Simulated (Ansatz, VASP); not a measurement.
One calculation of Pb, two programs

```xyz
2
Lattice="3.3408 0.0000 0.0000 -1.6704 2.8932 0.0000 0.0000 0.0000 5.8136" Properties=species:S:1:pos:R:3 pbc="T T T"
Pb    0.0000    1.9288    1.4534
Pb    1.6704    0.9644    4.3602
```

Change from the starting cell: strain -0.040 along x and y, +0.040 along z, atoms carried along.

Alike in both runs: task single point; functional PBEsol; k mesh 18 × 18 × 10; occupations gaussian, width 0.15 eV; no spin polarisation.

|  | VASP | Ansatz |
| --- | --- | --- |
| version | VASP 6.6.1 | Ansatz 0.2.0 |
| potentials or method | VASP PAW PBE potentials, release 64 (Pb_d), cutoff 520 eV | scalar-relativistic, plane waves, PAW |
| valence electrons in the cell | 28 | 28 |

|  | VASP | Ansatz | Ansatz less VASP |
| --- | --- | --- | --- |
| gap on the k mesh at the Fermi level (eV) | none | none | - |
| pressure (GPa) | 3.5 | 3.5 | +0.04 |
| traceless stress, the component that is largest in VASP (GPa) | -2.39 | -2.40 | -0.005 |

VASP's potentials were made for PBE, not for PBEsol. A gap of «none» marks a metal or a gap that the smearing closes. The functional is the same, so the differences come from potentials, cutoffs and numerics.

Neither program's run includes spin-orbit coupling.
